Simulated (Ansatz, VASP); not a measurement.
**TaN: VASP beside Ansatz**

INCAR

```
SYSTEM = TaN
ALGO = Normal
EDIFF = 1E-6
ENCUT = 520
GGA = PS
ISIF = 2
ISMEAR = 0
LASPH = .TRUE.
LCHARG = .FALSE.
LREAL = .FALSE.
LWAVE = .FALSE.
NBANDS = 15
NELM = 80
PREC = Accurate
SIGMA = 0.15
```

KPOINTS

```
k-points
0
G
  18 18 16
  0 0 0
```

Contents of POSCAR:

```
TaN
1.0
    2.9379988584      0.0000000000      0.0000000000
   -1.4689994292      2.5443816477      0.0000000000
    0.0000000000      0.0000000000      2.8830000000
Ta N
1 1
Direct
    0.3333333333      0.6666666667      0.5000000000
    0.0569446310      0.0416863631     -0.0520291363
```

Input for Ansatz:

```yaml
crystal:
  lattice:
    - [2.9379988584, 0.0, 0.0]
    - [-1.4689994292, 2.5443816477, 0.0]
    - [0.0, 0.0, 2.883]
  atoms:
    - { symbol: Ta, position: [0.3333333333, 0.6666666667, 0.5] }
    - { symbol: "N", position: [0.056944631, 0.0416863631, -0.0520291363] }
basis:
  ecutwfc: 420
kpoints:
  mp_grid: { grid: [18, 18, 16] }
hamiltonian:
  xc: pbesol
scf:
  occupations: { method: gaussian, width: 0.15 }
output:
  forces: true
  stress: true
  eigenvalues: true
  write_density: true
  write_potential: true
  elf: true
  volumetric_format: npy
```

Alike in both runs: task single point; functional PBEsol; k mesh 18 × 18 × 16; occupations gaussian, width 0.15 eV; no spin polarisation.

|  | VASP | Ansatz |
| --- | --- | --- |
| version | VASP 6.6.1 | Ansatz 0.2.0 |
| potentials or method | VASP PAW PBE potentials, release 64 (Ta_pv, N), cutoff 520 eV | scalar-relativistic, plane waves, PAW |
| valence electrons in the cell | 16 | 18 |

|  | VASP | Ansatz | Ansatz less VASP |
| --- | --- | --- | --- |
| gap on the k mesh at the Fermi level (eV) | none | none | - |
| pressure (GPa) | 3.7 | 2.8 | -0.87 |
| traceless stress, the component that is largest in VASP (GPa) | -5.69 | -5.62 | +0.070 |
| rms of the force components (eV/Å) | 1.730 | 1.712 | -0.0172 |

VASP's potentials were made for PBE, not for PBEsol. Atom by atom the forces differ by 0.017 eV/Å (rms over components). A gap of «none» marks a metal or a gap that the smearing closes. VASP's potentials hold 16 valence electrons a cell and Ansatz's 18, so a difference there can come from the potentials and not from the codes.

Spin-orbit coupling is off throughout.
